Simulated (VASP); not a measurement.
# Al2Cu (Ibam) in VASP: single point with PBEsol

Aim: the single point of Al2Cu with PBEsol.

Program: VASP 6.6.1. These are calculated values, not measurements. Logs are shortened: lines on timing, memory, paths and dates and some standing lists are left out, and cuts for length are marked.

## (1) The cell of the first run

It takes space group Ibam (No. 72, orthorhombic). The conventional cell has a = 5.993 Å, b = 6.233 Å, c = 4.828 Å, α = 90.00°, β = 90.00°, γ = 90.00°. Within 3.4 Å of Al (site symmetry m) lie 4 Cu at 2.57 to 2.62 Å and 11 Al at 2.76 to 3.30 Å. Within 3.2 Å of Cu (site symmetry 222) lie 2 Cu at 2.41 Å and 8 Al at 2.57 to 2.62 Å.

## (2) Single point, PBEsol (strain +0.0400 x Voigt [0, 1, 0, 0, 0, 0])

INCAR reads:

```
SYSTEM = Al2Cu
PREC = Accurate
ENCUT = 520
EDIFF = 1E-6
ISMEAR = 0
SIGMA = 0.15
LREAL = .FALSE.
LASPH = .TRUE.
NELM = 100
ALGO = Fast
ISIF = 2
LWAVE = .FALSE.
LCHARG = .FALSE.
GGA = PS
NBANDS = 26
```

KPOINTS reads:

```
Automatic mesh
0
G
  12 12 12
  0 0 0
```

POSCAR reads:

```
Al2Cu
1.0
   -2.9965506908      3.1164127184      2.4139243088
    2.9965506908     -3.1164127184      2.4139243088
    2.9965506908      3.1164127184     -2.4139243088
Al Cu
4 2
Direct
    0.1593199577      0.6593199577      0.8186399154
    0.6593199577      0.8406800423      0.5000000000
    0.8406800423      0.3406800423      0.1813600846
    0.3406800423      0.1593199577      0.5000000000
    0.7500000000      0.7500000000      0.0000000000
    0.2500000000      0.2500000000      0.0000000000
```

Potentials or basis: VASP PAW PBE potentials, release 64 (Al, Cu).

Started as:

```
cat potpaw_PBE.64/Al/POTCAR potpaw_PBE.64/Cu/POTCAR > POTCAR
mpirun -np 1 vasp_std > vasp.out
```

OUTCAR:

```text
SYSTEM = Al2Cu
   PREC = Accurate
   ENCUT = 520
   EDIFF = 1E-6
   ISMEAR = 0
   LREAL = .FALSE.
   LASPH = .TRUE.
   NELM = 100
   ISIF = 2
   GGA = PS

 ion  position               nearest neighbor table
   1  0.159  0.659  0.819-   6 2.57   5 2.57   5 2.62   6 2.62   3 2.76   3 2.88   3 2.88   2 3.08
                             2 3.08   4 3.13   4 3.13   4 3.20   4 3.20   2 3.30   2 3.30
   2  0.659  0.841  0.500-   5 2.57   6 2.57   6 2.62   5 2.62   4 2.76   4 2.88   4 2.88   1 3.08
                             1 3.08   3 3.13   3 3.13   3 3.20   3 3.20   1 3.30   1 3.30
   3  0.841  0.341  0.181-   6 2.57   5 2.57   5 2.62   6 2.62   1 2.76   1 2.88   1 2.88   4 3.08
                             4 3.08   2 3.13   2 3.13   2 3.20   2 3.20   4 3.30   4 3.30
   4  0.341  0.159  0.500-   5 2.57   6 2.57   6 2.62   5 2.62   2 2.76   2 2.88   2 2.88   3 3.08
                             3 3.08   1 3.13   1 3.13   1 3.20   1 3.20   3 3.30   3 3.30
   5  0.750  0.750  0.000-   6 2.41   6 2.41   2 2.57   3 2.57   4 2.57   1 2.57   2 2.62   3 2.62
                             1 2.62   4 2.62
   6  0.250  0.250  0.000-   5 2.41   5 2.41   2 2.57   4 2.57   1 2.57   3 2.57   3 2.62   4 2.62
                             2 2.62   1 2.62

  LATTYP: Found a body centered orthorhombic cell.
 ALAT       =     4.8278486176
 B/A-ratio  =     1.2413606673
 C/A-ratio  =     1.2910150940

  Lattice vectors:

 A1 = (   2.9965506908,  -3.1164127184,   2.4139243088)
 A2 = (  -2.9965506908,  -3.1164127184,  -2.4139243088)
 A3 = (   2.9965506908,   3.1164127184,  -2.4139243088)

Analysis of symmetry for initial positions (statically):
=====================================================================
 Subroutine PRICEL returns:
 Original cell was already a primitive cell.

 Routine SETGRP: Setting up the symmetry group for a
 body centered orthorhombic supercell.

 Subroutine GETGRP returns: Found  8 space group operations
 (whereof  4 operations were pure point group operations)
 out of a pool of  8 trial point group operations.

The static configuration has the point symmetry C_2h.
 The point group associated with its full space group is D_2h.

Analysis of symmetry for dynamics (positions and initial velocities):
=====================================================================
 Subroutine PRICEL returns:
 Original cell was already a primitive cell.

 Routine SETGRP: Setting up the symmetry group for a
 body centered orthorhombic supercell.

 Subroutine GETGRP returns: Found  8 space group operations
 (whereof  4 operations were pure point group operations)
 out of a pool of  8 trial point group operations.

The dynamic configuration has the point symmetry C_2h.
 The point group associated with its full space group is D_2h.

 Subroutine INISYM returns: Found  8 space group operations
 (whereof  4 operations are pure point group operations),
 and found     1 'primitive' translations

----------------------------------------------------------------------------------------

                                     Primitive cell

  volume of cell :      90.1696

  direct lattice vectors                    reciprocal lattice vectors
    -2.996550691  3.116412718  2.413924309     0.000000000  0.160440880  0.207131598
     2.996550691 -3.116412718  2.413924309     0.166858516  0.000000000  0.207131598
     2.996550691  3.116412718 -2.413924309     0.166858516  0.160440880  0.000000000

  length of vectors
     4.951603260  4.951603260  4.951603260     0.262001479  0.265979817  0.231480108

  position of ions in fractional coordinates (direct lattice)
     0.159319958  0.659319958  0.818639915
     0.659319958  0.840680042  0.500000000
     0.840680042  0.340680042  0.181360085
     0.340680042  0.159319958  0.500000000
     0.750000000  0.750000000  0.000000000
     0.250000000  0.250000000  0.000000000

  ion indices of the primitive-cell ions
   primitive index   ion index
                 1           1
                 2           2
                 3           3
                 4           4
                 5           5
                 6           6

----------------------------------------------------------------------------------------

 KPOINTS: Automatic mesh

Automatic generation of k-mesh.
 Grid dimensions read from file:
 generate k-points for:   12   12   12

 Generating k-lattice:

  Cartesian coordinates                     Fractional coordinates (reciprocal lattice)
     0.000000000  0.013370073  0.017260967     0.083333333  0.000000000  0.000000000
     0.013904876  0.000000000  0.017260967     0.000000000  0.083333333  0.000000000
     0.013904876  0.013370073  0.000000000     0.000000000  0.000000000  0.083333333

  Length of vectors
     0.021833457  0.022164985  0.019290009

  Shift w.r.t. Gamma in fractional coordinates (k-lattice)
     0.000000000  0.000000000  0.000000000

 Subroutine IBZKPT returns following result:
 ===========================================

 Found    280 irreducible k-points:

 Following reciprocal coordinates:
            Coordinates               Weight
  0.000000  0.000000  0.000000      1.000000
  0.083333 -0.000000  0.000000      4.000000
  0.166667  0.000000  0.000000      4.000000
  0.250000 -0.000000  0.000000      4.000000
  0.333333 -0.000000  0.000000      4.000000
  0.416667 -0.000000  0.000000      4.000000
[... 16 lines left out ...]
  0.250000  0.166667  0.000000      8.000000
  0.333333  0.166667  0.000000      8.000000
 [... further k-points ...]
   k-points           NKPTS =    280   k-points in BZ     NKDIM =    280   number of bands    NBANDS=     26
   number of dos      NEDOS =    301   number of ions     NIONS =      6
   total plane-waves  NPLWV =  64000
   dimension x,y,z NGX =    40 NGY =   40 NGZ =   40
   dimension x,y,z NGXF=    80 NGYF=   80 NGZF=   80
   ions per type =               4   2
   NGX,Y,Z   is equivalent  to a cutoff of  13.43, 13.43, 13.43 a.u.
   NGXF,Y,Z  is equivalent  to a cutoff of  26.86, 26.86, 26.86 a.u.
 SYSTEM =  Al2Cu
   PREC   = accura    normal or accurate (medium, high low for compatibility)
   ISTART =      0    job   : 0-new  1-cont  2-samecut
   ICHARG =      2    charge: 1-file 2-atom 10-const
   ISPIN  =      1    spin polarized calculation?
   LNONCOLLINEAR =      F non collinear calculations
   LSORBIT =      F    spin-orbit coupling
   LASPH  =      T    aspherical Exc in radial PAW
   ENCUT  =  520.0 eV  38.22 Ry    6.18 a.u.   9.21  9.21  9.21*2*pi/ulx,y,z
   NELM   =    100;   NELMIN=  2; NELMDL= -5     # of ELM steps
   EDIFF  = 0.1E-05   stopping-criterion for ELM
   LREAL  =      F    real-space projection
[... 7 lines left out ...]
   TEBEG  =    0.0;   TEEND  =   0.0 temperature during run
   PSTRESS=    0.0 pullay stress
   NELECT =      34.0000    total number of electrons
   NUPDOWN=      -1.0000    fix difference up-down
   EMIN   =  10.00;   EMAX   =-10.00  energy-range for DOS
   EFERMI =   0.00;   METHOD = LEGACY
   ISMEAR =     0;   SIGMA  =   0.15  broadening in eV -4-tet -1-fermi 0-gaus
   EFERMI_NEDOS =   21; number of points for ismear=-14 and -15
   IALGO  =     68    algorithm
   IMIX   =      4    mixing-type and parameters
     AMIX     =   0.40;   BMIX     =  1.00
     AMIX_MAG =   1.60;   BMIX_MAG =  1.00
  volume/ion in A,a.u.               =      15.03       101.42
  Fermi-wavevector in a.u.,A,eV,Ry     =   1.182718  2.235012 19.032114  1.398821
  Thomas-Fermi vector in A             =   2.318966
   LORBIT       =      0    0 simple, 1 ext, 2 COOP (PROOUT), +10 PAW based schemes
   GGA     = PS    functional components
   LHFCALC =     F    Hartree Fock is set to
   AEXX    =    0.0000 exact exchange contribution
   IVDW    =     0    specifies the selected vdW correction
   LEPSILON=     F    determine dielectric tensor
   LRPA    =     F    only Hartree local field effects (RPA)
 non-spin polarized calculation
 RMM-DIIS sequential band-by-band and
 Gauss-broadening in eV      SIGMA  =   0.15
  energy-cutoff  :      520.00
  volume of cell :       90.17
 maximum number of plane-waves:      2451
 NGX is ok and might be reduce to    40
   NGX = 19   NGY = 19   NGZ = 19

 number of electron      34.0000001 magnetization

 Free energy of the ion-electron system (eV)
  ---------------------------------------------------
  ext. energy  EPLUGINS =         0.00000000
  ---------------------------------------------------
  free energy    TOTEN  =       -25.94736855 eV

  energy without entropy =      -25.92503527  energy(sigma->0) =      -25.93620191

 E-fermi :   7.8091     XC(G=0): -10.9115

 val. band max:        7.8044243200   @ k =   0.5000   0.3333   0.0000
 cond. band min:       7.8126458238   @ k =  -0.2500   0.4167   0.2500
 fundamental gap:      0.0082215038
 Fermi energy:         7.8090845757

 k-point     1 :       0.0000    0.0000    0.0000
  band No.  band energies     occupation
      1      -2.8956      2.00000
      2       2.4848      2.00000
      3       2.6920      2.00000
      4       2.7202      2.00000
      5       2.7384      2.00000
      6       3.6160      2.00000
[... 18 lines left out ...]
     25      12.9740      0.00000
     26      13.3998      0.00000

 k-point     2 :       0.0833   -0.0000    0.0000
  band No.  band energies     occupation
      1      -2.8237      2.00000
      2       2.4814      2.00000
      3       2.7035      2.00000
      4       2.7096      2.00000
      5       2.7370      2.00000
      6       3.5993      2.00000
[... 18 lines left out ...]
     25      13.4784      0.00000
     26      13.8031      0.00000

 k-point     3 :       0.1667    0.0000    0.0000
  band No.  band energies     occupation
      1      -2.6086      2.00000
      2       2.4752      2.00000
      3       2.6012      2.00000
      4       2.7292      2.00000
      5       2.7613      2.00000
      6       3.5449      2.00000
[... 18 lines left out ...]
     25      13.7132      0.00000
     26      14.3153      0.00000

 k-point     4 :       0.2500   -0.0000    0.0000
  band No.  band energies     occupation
      1      -2.2519      2.00000
      2       2.1918      2.00000
      3       2.4756      2.00000
      4       2.7151      2.00000
      5       2.8322      2.00000
      6       3.4668      2.00000
[... 18 lines left out ...]
     25      14.1024      0.00000
     26      14.4780      0.00000

 k-point     5 :       0.3333   -0.0000    0.0000
  band No.  band energies     occupation
      1      -1.7569      2.00000
      2       1.3876      2.00000
      3       2.4927      2.00000
      4       2.6875      2.00000
      5       2.9072      2.00000
      6       3.3983      2.00000
[... 18 lines left out ...]
     25      14.4488      0.00000
     26      14.5938      0.00000

 k-point     6 :       0.4167   -0.0000    0.0000
  band No.  band energies     occupation
      1      -1.1287      2.00000
      2       0.4784      2.00000
      3       2.5314      2.00000
      4       2.6431      2.00000
      5       2.9856      2.00000
      6       3.2480      2.00000
[... 427 lines left out ...]
 k-point    21 :       0.0833    0.1667    0.0000
  band No.  band energies     occupation
      1      -2.3496      2.00000
      2       2.4651      2.00000
      3       2.4755      2.00000
      4       2.5983      2.00000
      5       2.9345      2.00000
      6       3.4698      2.00000
[... 18 lines left out ...]
     25      13.0716      0.00000
     26      14.1719      0.00000

 k-point    22 :       0.1667    0.1667    0.0000
  band No.  band energies     occupation
      1      -1.9591      2.00000
      2       2.0815      2.00000
      3       2.2972      2.00000
      4       2.4559      2.00000
      5       3.1507      2.00000
      6       3.3180      2.00000
[... 18 lines left out ...]
     25      14.4538      0.00000
     26      14.7224      0.00000

 k-point    23 :       0.2500    0.1667    0.0000
  band No.  band energies     occupation
      1      -1.4321      2.00000
      2       1.3040      2.00000
      3       1.9569      2.00000
      4       2.4505      2.00000
      5       3.2742      2.00000
      6       3.3672      2.00000
[... 18 lines left out ...]
     25      13.8823      0.00000
     26      15.0854      0.00000

 k-point    24 :       0.3333    0.1667    0.0000
  band No.  band energies     occupation
      1      -0.7751      2.00000
      2       0.4200      2.00000
      3       1.6776      2.00000
      4       2.4815      2.00000
      5       3.2107      2.00000
      6       3.4136      2.00000
[... 18 lines left out ...]
     25      14.1594      0.00000
     26      14.6067      0.00000

 [... further k-points ...]

------------------------ aborting loop because EDIFF is reached ----------------------------------------

  FORCE on cell =-STRESS in cart. coord.  units (eV):
  Direction    XX          YY          ZZ          XY          YZ          ZX
  --------------------------------------------------------------------------------------
  -------------------------------------------------------------------------------------
  Total       -1.0735892     -3.8234489     -1.1847091      0.0000000      0.0000000      0.0000000
  in kB      -19.0760517    -67.9368854    -21.0504841      0.0000000      0.0000000      0.0000000
  external PRESSURE =     -36.0211404 kB  Pullay stress =       0.0000000 kB

 VOLUME and BASIS-vectors are now :
 -----------------------------------------------------------------------------
  energy-cutoff  :      520.00
  volume of cell :       90.17
      direct lattice vectors                 reciprocal lattice vectors
    -2.996550691  3.116412718  2.413924309     0.000000000  0.160440880  0.207131598
     2.996550691 -3.116412718  2.413924309     0.166858516  0.000000000  0.207131598
     2.996550691  3.116412718 -2.413924309     0.166858516  0.160440880  0.000000000

 POSITION                                       TOTAL-FORCE (eV/Angst)
 -----------------------------------------------------------------------------------
      3.95137      0.99301     -0.00000        -0.109373      0.061626     -0.000000
      2.04173      0.99301      2.41392         0.109373      0.061626      0.000000
     -0.95482      2.12340      2.41392         0.109373     -0.061626      0.000000
      0.95482      2.12340      0.00000        -0.109373     -0.061626     -0.000000
      0.00000      0.00000      3.62089         0.000000      0.000000     -0.000000
      0.00000      0.00000      1.20696         0.000000      0.000000     -0.000000
 -----------------------------------------------------------------------------------
    total drift:                               -0.000000     -0.000000      0.000000

  FREE ENERGIE OF THE ION-ELECTRON SYSTEM (eV)
  ---------------------------------------------------
  free  energy   TOTEN  =       -25.9473685495 eV

  energy  without entropy=      -25.9250352721  energy(sigma->0) =      -25.93620191
```

Wall time 9.2 min (1 thread of AMD EPYC 9R45 (Zen 5), shared host); peak memory 0.61 GiB.

What came out:

| Quantity | Value |
| --- | --- |
| Free energy | -25.9474 eV |
| Pressure | -3.6 GPa |
| Largest force | 0.126 eV/Å |
| Band gap on the k mesh | zero (bands 17 and 18 overlap by 4.33 eV) |

Forces on the atoms (eV/Å):
```
Al  -0.109  0.062  0.000
Al   0.109  0.062  0.000
Al   0.109 -0.062  0.000
Al  -0.109 -0.062  0.000
Cu   0.000  0.000  0.000
Cu   0.000  0.000  0.000
```

Levels at points of the mesh, in eV from the Fermi level:
```tsv
k point	band 15	band 16	band 17	band 18	band 19	band 20
(0.00, 0.00, 0.00)	-1.30	-1.27	-0.99	-0.87	-0.27	0.11
(0.50, 0.00, 0.00)	-2.55	-2.55	-0.13	-0.13	3.73	3.73
(0.00, 0.50, 0.00)	-2.67	-2.67	0.44	0.44	4.02	4.02
(0.50, 0.50, 0.00)	-1.72	-1.17	-0.89	-0.60	0.48	1.21
(0.50, 0.50, 0.50)	-3.16	-1.75	2.64	2.94	2.97	3.23
```

Caveat: the cell differs from its parent crystal (strain +0.0400 x Voigt [0, 1, 0, 0, 0, 0]); the cell stands under tension; the PAW data sets were made with another functional, which shifts forces and pressure a little.
